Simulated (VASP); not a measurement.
## ZnF2: single point with PBE

Crystal: ZnF2.

```
Zn F
1.0
     4.79973    0.00000    0.00000
     0.00000    4.79973    0.00000
     0.00000    0.00000    3.17580
Zn F
2 4
Cartesian
  0.0000 0.0000 0.0000
  2.3999 2.3999 1.5879
  1.4609 1.4609 0.0000
  0.9389 3.8608 1.5879
  3.3388 3.3388 0.0000
  3.8608 0.9389 1.5879
```

* Program: VASP 6.6.1
* Task: single point
* Functional: PBE
* Potentials or basis: VASP PAW PBE potentials, release 64 (Zn, F)
* Cutoff: 600 eV
* k mesh: 4 × 4 × 6
* Occupations: methfessel-paxton, width 0.15 eV
* Spin: no spin polarisation
* Dipole correction: no
* Further INCAR settings: ALGO = Normal; EDIFF = 1e-06; NBANDS = 35

* Pressure: 0.3 GPa
* Largest force: 0.015 eV/Å
* Band gap on the k mesh: 3.46 eV

Forces on the atoms (eV/Å):
```
Zn   0.000  0.000  0.000
Zn   0.000  0.000  0.000
F   -0.011 -0.011  0.000
F    0.011 -0.011  0.000
F    0.011  0.011  0.000
F   -0.011  0.011  0.000
```

Stress tensor (GPa, compression positive):
```
0.24 0.00 0.00
0.00 0.24 0.00
0.00 0.00 0.51
```

Levels at points of the mesh, in eV from the valence-band top:
| k point | band 23 | band 24 | band 25 | band 26 | band 27 | band 28 | band 29 | band 30 |
| --- | --- | --- | --- | --- | --- | --- | --- | --- |
| (0.00, 0.00, 0.00) | -0.89 | -0.23 | -0.23 | 0.00 | 3.46 | 9.03 | 9.67 | 9.67 |
| (0.50, 0.00, 0.00) | -0.55 | -0.55 | -0.30 | -0.30 | 5.97 | 5.97 | 10.54 | 10.54 |
| (0.50, 0.50, 0.00) | -1.03 | -1.03 | -0.25 | -0.25 | 6.80 | 6.80 | 9.17 | 9.17 |
| (0.00, 0.00, 0.50) | -1.14 | -1.14 | -1.09 | -1.09 | 8.06 | 8.06 | 11.75 | 11.75 |
| (0.50, 0.00, 0.50) | -1.12 | -1.12 | 0.00 | 0.00 | 8.50 | 8.50 | 10.29 | 10.29 |
| (0.50, 0.50, 0.50) | -1.09 | -1.09 | -0.74 | -0.74 | 7.89 | 7.89 | 11.48 | 11.48 |

It took 57 s on 1 thread of Intel(R) Xeon(R) Platinum 8375C CPU @ 2.90GHz (Ice Lake), on a shared host, peak memory 0.23 GiB.
